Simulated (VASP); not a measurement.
Ta3N:

```
CELL_PARAMETERS angstrom
-1.88766 1.88766 4.21658
1.88766 -1.88766 4.21658
1.88766 1.88766 -4.21658
ATOMIC_POSITIONS crystal
Ta 0.50000 0.50000 0.00000
Ta 0.25000 0.75000 0.50000
Ta 0.75000 0.25000 0.50000
N 0.00000 0.00000 0.00000
```

* Program: VASP 6.6.1
* Task: relaxation of cell and atoms
* Functional: r2SCAN
* Potentials or basis: VASP PAW PBE potentials, release 64 (Ta_pv, N)
* Cutoff: 600 eV
* k mesh: 6 × 6 × 6
* Occupations: gaussian, width 0.1 eV
* Spin: no spin polarisation

At the start: pressure 4.8 GPa; volume 15.02 Å³/atom.

Question: How do energy, volume and symmetry change on relaxing?

Answer: Over 12 steps the energy falls by 64.5 meV/atom and the volume is 15.30 Å³/atom (+1.8 %); space group I4/mmm (No. 139, to 0.1 Å) before and after.

Step by step:
```tsv
step	energy change (eV)	largest force (eV/Å)	pressure (GPa)	volume (Å³)
1	0.0000	0.0000	4.84	60.10
2	0.0149	0.0000	-6.97	64.12
3	-0.0308	0.0000	-0.80	61.88
4	-0.0506	0.0000	-0.83	61.81
5	-0.1434	0.0000	-1.06	61.50
6	-0.2547	0.0000	1.90	60.54
7	-0.2554	0.0000	1.44	60.64
8	-0.2555	0.0000	1.66	60.59
9	-0.2278	0.0000	-3.82	62.58
10	-0.2578	0.0000	0.34	61.04
11	-0.2578	0.0000	0.38	61.02
12	-0.2580	0.0000	-0.26	61.19
```

Final structure:
```
CELL_PARAMETERS angstrom
-1.78658 1.78658 4.79269
1.78658 -1.78658 4.79269
1.78658 1.78658 -4.79269
ATOMIC_POSITIONS crystal
Ta 0.50000 0.50000 0.00000
Ta 0.25000 0.75000 0.50000
Ta 0.75000 0.25000 0.50000
N 0.00000 0.00000 0.00000
```

Caveat: the PAW data sets were made with another functional, which shifts forces and pressure a little.
